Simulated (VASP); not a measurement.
# Sb (R-3m) in VASP: a series of runs, part 2 of 2

VASP 6.6.1.

**5. Electric field gradients, PBE (volume scaled by 0.98)**

The input, INCAR:

```
ALGO     = Normal         # electronic algorithm
EDIFF    = 1E-8           # SCF threshold, eV
ENCUT    = 520            # plane-wave cutoff, eV
GGA      = PE             # functional
ISIF     = 2              # what is computed and relaxed
ISMEAR   = -1             # smearing method
LASPH    = True           # aspherical terms in the spheres
LCHARG   = False          # write CHGCAR
LEFG     = True         
LREAL    = False          # projectors in reciprocal space
LWAVE    = False          # write WAVECAR
NBANDS   = 12             # bands
NELM     = 100            # most SCF steps
PREC     = Accurate       # precision mode
SIGMA    = 0.05           # smearing width, eV
```

The input, KPOINTS:

```
k-points
0
Gamma
  9 9 9
```

The input, POSCAR:

```
Sb
1.0
    2.1361663378      1.2333162102      3.7188717261
   -2.1361663378      1.2333162102      3.7188717261
    0.0000000000     -2.4666324202      3.7188717261
Sb
2
Direct
    0.2336400000      0.2336400000      0.2336400000
    0.7663600000      0.7663600000      0.7663600000
```

Potentials or basis: VASP PAW PBE potentials, release 64 (Sb).

Command:

```
> cat potpaw_PBE.64/Sb/POTCAR > POTCAR
> mpirun -np 1 vasp_std > vasp.out
```

OUTCAR:

```text
EDIFF = 1E-8
   ENCUT = 520
   GGA = PE
   ISIF = 2
   ISMEAR = -1
   LASPH = True
   LREAL = False
   NELM = 100
   PREC = Accurate

 ion  position               nearest neighbor table
   1  0.234  0.234  0.234-   2 2.88   2 2.88   2 2.88   2 3.32   2 3.32   2 3.32
   2  0.766  0.766  0.766-   1 2.88   1 2.88   1 2.88   1 3.32   1 3.32   1 3.32

  LATTYP: Found a trigonal (rhomboedric) cell.
 ALAT       =     4.4625421468
 COS(alpha) =     0.5417151843

  Lattice vectors:

 A1 = (   2.1361663378,   1.2333162102,   3.7188717261)
 A2 = (  -2.1361663378,   1.2333162102,   3.7188717261)
 A3 = (   0.0000000000,  -2.4666324202,   3.7188717261)

Analysis of symmetry for initial positions (statically):
=====================================================================
 Subroutine PRICEL returns:
 Original cell was already a primitive cell.

 Routine SETGRP: Setting up the symmetry group for a
 trigonal (rhombohedral) supercell.

 Subroutine GETGRP returns: Found 12 space group operations
 (whereof 12 operations were pure point group operations)
 out of a pool of 12 trial point group operations.

The static configuration has the point symmetry D_3d.

Analysis of symmetry for dynamics (positions and initial velocities):
=====================================================================
 Subroutine PRICEL returns:
 Original cell was already a primitive cell.

 Routine SETGRP: Setting up the symmetry group for a
 trigonal (rhombohedral) supercell.

 Subroutine GETGRP returns: Found 12 space group operations
 (whereof 12 operations were pure point group operations)
 out of a pool of 12 trial point group operations.

The dynamic configuration has the point symmetry D_3d.

 Subroutine INISYM returns: Found 12 space group operations
 (whereof 12 operations are pure point group operations),
 and found     1 'primitive' translations

----------------------------------------------------------------------------------------

                                     Primitive cell

  volume of cell :      58.7857

  direct lattice vectors                    reciprocal lattice vectors
     2.136166338  1.233316210  3.718871726     0.234064170  0.135137011  0.089632920
    -2.136166338  1.233316210  3.718871726    -0.234064170  0.135137011  0.089632920
     0.000000000 -2.466632420  3.718871726     0.000000000 -0.270274023  0.089632920

  length of vectors
     4.462542147  4.462542147  4.462542147     0.284749201  0.284749201  0.284749201

  position of ions in fractional coordinates (direct lattice)
     0.233640000  0.233640000  0.233640000
     0.766360000  0.766360000  0.766360000

  ion indices of the primitive-cell ions
   primitive index   ion index
                 1           1
                 2           2

----------------------------------------------------------------------------------------

 KPOINTS: k-points

Automatic generation of k-mesh.
 Grid dimensions read from file:
 generate k-points for:    9    9    9

[... 75 lines left out ...]
   NUPDOWN=      -1.0000    fix difference up-down
   EMIN   =  10.00;   EMAX   =-10.00  energy-range for DOS
   EFERMI =   0.00;   METHOD = LEGACY
   ISMEAR =    -1;   SIGMA  =   0.05  broadening in eV -4-tet -1-fermi 0-gaus
   EFERMI_NEDOS =   21; number of points for ismear=-14 and -15
   IALGO  =     38    algorithm
   IMIX   =      4    mixing-type and parameters
     AMIX     =   0.40;   BMIX     =  1.00
     AMIX_MAG =   1.60;   BMIX_MAG =  1.00
  volume/ion in A,a.u.               =      29.39       198.35
  Fermi-wavevector in a.u.,A,eV,Ry     =   0.907091  1.714153 11.195065  0.822814
  Thomas-Fermi vector in A             =   2.030857
   LORBIT       =      0    0 simple, 1 ext, 2 COOP (PROOUT), +10 PAW based schemes
   GGA     = PE    functional components
[... 5 lines left out ...]
 non-spin polarized calculation
  energy-cutoff  :      520.00
  volume of cell :       58.79
 maximum number of plane-waves:      1595
 NGX is ok and might be reduce to    36
   NGX = 17   NGY = 17   NGZ = 17

 number of electron      10.0000000 magnetization

 Free energy of the ion-electron system (eV)
  ---------------------------------------------------
  ext. energy  EPLUGINS =         0.00000000
  ---------------------------------------------------
  free energy    TOTEN  =        -8.22030771 eV

  energy without entropy =       -8.21830507  energy(sigma->0) =       -8.21930639

 E-fermi :   7.6549     XC(G=0):  -9.6482

 val. band max:        7.6494157949   @ k =   0.4444   0.0000   0.0000
 cond. band min:       7.8048938285   @ k =   0.4444   0.4444   0.4444
 fundamental gap:      0.1554780336
 Fermi energy:         7.6548816099

 k-point     1 :       0.0000    0.0000    0.0000
  band No.  band energies     occupation
      1      -5.3062      2.00000
      2       2.9917      2.00000
      3       5.5101      2.00000
      4       5.7739      2.00000
      5       5.7739      2.00000
      6       9.7183      0.00000
      7      10.3767      0.00000
      8      10.3767      0.00000
      9      12.6838      0.00000
     10      12.6838      0.00000
     11      12.8724      0.00000
     12      14.1507      0.00000
[... 331 lines left out ...]
 k-point    24 :       0.4444    0.4444    0.0000
  band No.  band energies     occupation
      1      -3.0020      2.00000
      2      -0.2929      2.00000
      3       2.2182      2.00000
      4       3.8182      2.00000
      5       3.8844      2.00000
      6       9.1062      0.00000
      7      12.6341      0.00000
      8      13.1877      0.00000
      9      14.3415      0.00000
     10      16.2380      0.00000
     11      17.4014      0.00000
     12      18.4720      0.00000

 [... further k-points ...]

------------------------ aborting loop because EDIFF is reached ----------------------------------------

  FORCE on cell =-STRESS in cart. coord.  units (eV):
  Direction    XX          YY          ZZ          XY          YZ          ZX
  --------------------------------------------------------------------------------------
  -------------------------------------------------------------------------------------
  Total        1.7747464      1.7747464      1.4853481     -0.0000000      0.0000000      0.0000000
  in kB       48.3698725     48.3698725     40.4824579     -0.0000000      0.0000000      0.0000000
  external PRESSURE =      45.7407343 kB  Pullay stress =       0.0000000 kB

 VOLUME and BASIS-vectors are now :
 -----------------------------------------------------------------------------
  energy-cutoff  :      520.00
  volume of cell :       58.79
      direct lattice vectors                 reciprocal lattice vectors
     2.136166338  1.233316210  3.718871726     0.234064170  0.135137011  0.089632920
    -2.136166338  1.233316210  3.718871726    -0.234064170  0.135137011  0.089632920
     0.000000000 -2.466632420  3.718871726     0.000000000 -0.270274023  0.089632920

 POSITION                                       TOTAL-FORCE (eV/Angst)
 -----------------------------------------------------------------------------------
      0.00000      0.00000      2.60663         0.000000      0.000000      0.359296
      0.00000      0.00000      8.54998         0.000000     -0.000000     -0.359296
 -----------------------------------------------------------------------------------
    total drift:                                0.000000     -0.000000      0.000000

  FREE ENERGIE OF THE ION-ELECTRON SYSTEM (eV)
  ---------------------------------------------------
  free  energy   TOTEN  =        -8.2203077093 eV

  energy  without entropy=       -8.2183050734  energy(sigma->0) =       -8.21930639

 Electric field gradients (V/A^2)
---------------------------------------------------------------------
 ion       V_xx      V_yy      V_zz      V_xy      V_xz      V_yz
---------------------------------------------------------------------
   1      23.043    23.043   -46.087    -0.000    -0.000    -0.000
   2      23.043    23.043   -46.087    -0.000    -0.000    -0.000
---------------------------------------------------------------------

 Electric field gradients after diagonalization (V/A^2)
 (convention: |V_zz| > |V_xx| > |V_yy|)
----------------------------------------------------------------------
 ion       V_xx      V_yy      V_zz     asymmetry (V_yy - V_xx)/ V_zz
----------------------------------------------------------------------
   1      23.043    23.043   -46.087       0.000
   2      23.043    23.043   -46.087       0.000
----------------------------------------------------------------------

           NMR quadrupolar parameters

 Cq : quadrupolar parameter    Cq=e*Q*V_zz/h
 eta: asymmetry parameters     (V_yy - V_xx)/ V_zz
 Q  : nuclear electric quadrupole moment in mb (millibarn)
----------------------------------------------------------------------
 ion       Cq(MHz)       eta       Q (mb)
----------------------------------------------------------------------
   1      -0.111       0.000       1.000
   2      -0.111       0.000       1.000
----------------------------------------------------------------------
```

Run time: 60 s. Hardware: 1 thread of Intel Xeon 6975P-C, shared host; peak memory 0.23 GiB.

What came out:

| Item | Value |
| --- | --- |
| Free energy | -8.2203 eV |
| Pressure | 4.6 GPa |
| Largest force | 0.359 eV/Å |

Forces in eV/Å, atoms in the order of the input:
```
Sb   0.000  0.000  0.359
Sb   0.000  0.000 -0.359
```

Electric field gradients, principal values (V/Å²):
```csv
atom,least,middle,greatest (by size)
1 Sb,23.043,23.043,-46.087
2 Sb,23.043,23.043,-46.087
```

Caveat: without QUAD_EFG the Cq values of the log hold for a quadrupole moment of 1 mb, not for the nuclei; spin-orbit coupling is left out, which moves the levels of the heavy elements.
